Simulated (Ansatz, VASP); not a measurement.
# Nb: VASP beside Ansatz

INCAR

```
PREC = Accurate ; ENCUT = 500
EDIFF = 1E-6 ; ISMEAR = -1
SIGMA = 0.1 ; LREAL = F
LASPH = T ; NELM = 120
ALGO = Normal ; ISIF = 2
LWAVE = F ; LCHARG = T
GGA = PE ; LELF = T
LVHAR = T ; NBANDS = 12
GGA_COMPAT = F
```

Contents of KPOINTS:

```
Automatic mesh
0
Gamma
  14 14 14
```

Contents of POSCAR:

```
Nb
1.0
   -1.6868360000      1.6868360000      1.6868360000
    1.6868360000     -1.6868360000      1.6868360000
    1.6868360000      1.6868360000     -1.6868360000
Nb
1
Direct
    0.0000000000      0.0000000000      0.0000000000
```

Input for Ansatz:

```yaml
crystal:
  lattice:
    - [-1.686836, 1.686836, 1.686836]
    - [1.686836, -1.686836, 1.686836]
    - [1.686836, 1.686836, -1.686836]
  atoms:
    - { symbol: Nb, position: [0.0, 0.0, 0.0] }
  symmetry: { tolerance: 0.0003 }
kpoints:
  mp_grid: { grid: [14, 14, 14], shift: [0, 0, 0] }
  band_path:
    path:
      - [0.0, 0.0, 0.0]
      - [0.5, -0.5, 0.5]
      - [0.0, 0.0, 0.5]
      - [0.0, 0.0, 0.0]
      - [0.25, 0.25, 0.25]
      - [0.5, -0.5, 0.5]
      - [0.25, 0.25, 0.25]
      - [0.0, 0.0, 0.5]
    npoints: 8
magnetization:
  spin_polarized: false
scf:
  occupations: { method: fermi_dirac }
  lower_state_search: "off"
  max_iter: 200
hamiltonian:
  pseudopotentials: { kind: paw }
  xc: pbe
basis:
  ecutwfc: 420
  fft_grid_basis: typed
output:
  forces: true
  stress: true
  eigenvalues: true
  bader: true
  populations: true
  elf: true
  write_potential: true
  volumetric_format: npy
  dos:
    e_range: [-12, 8]
    de: 0.05
    projected: { site_lists: { Nb: [Nb] } }
checkpoint:
  read: saved_state
```

Alike in both runs: task single point; functional PBE; k mesh 14 × 14 × 14; no spin polarisation.

|  | VASP | Ansatz |
| --- | --- | --- |
| version | VASP 6.6.1 | Ansatz 0.2.0 |
| potentials or method | VASP PAW PBE potentials, release 64 (Nb_sv), cutoff 500 eV | PAW plane waves |
| occupations | fermi-dirac, width 0.1 eV | fermi-dirac |
| valence electrons in the cell | 13 | 13 |

Ansatz gave:

```
pressure (GPa) : -8.3
```

**Question.** Which values does VASP return?

**Answer.** Pressure (GPa): -8.6.
